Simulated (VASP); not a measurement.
Runs of VASP 6.6.1 on ZnS. The structure is that of space group P6_3mc (No. 186), or close to it. The cells are those of the table. 

```tsv
task	spin	cell	gap on the mesh (eV)	pressure (GPa)
relaxation of the atoms	off	atoms relaxed from a = 3.738, b = 3.738, c = 6.112 Å, angles 90.0, 90.0, 120.0°, 4 atoms	2.26	0.7
single point	non-collinear, zero start, SOC	a = 3.738, b = 3.738, c = 6.143 Å, angles 90.0, 90.0, 120.0°, 4 atoms	-	0.3
relaxation of the atoms	off	atoms relaxed from a = 3.738, b = 3.738, c = 6.174 Å, angles 90.0, 90.0, 120.0°, 4 atoms	(a)	-0.2
relaxation of the atoms	off	atoms relaxed from a = 3.720, b = 3.720, c = 6.112 Å, angles 90.0, 90.0, 120.0°, 4 atoms	(b)	1.6
relaxation of the atoms	off	atoms relaxed from a = 3.757, b = 3.757, c = 6.174 Å, angles 90.0, 90.0, 120.0°, 4 atoms	2.15	-1.0
```

Alike in all rows: level LDA; potentials or basis VASP PAW LDA potentials, release 64 (Zn, S); k mesh 6 × 6 × 4; cutoff (eV) 520; smearing gaussian 0.01 eV.

Q: Estimate the missing entries.

A: (a) 2.18; (b) 2.30.

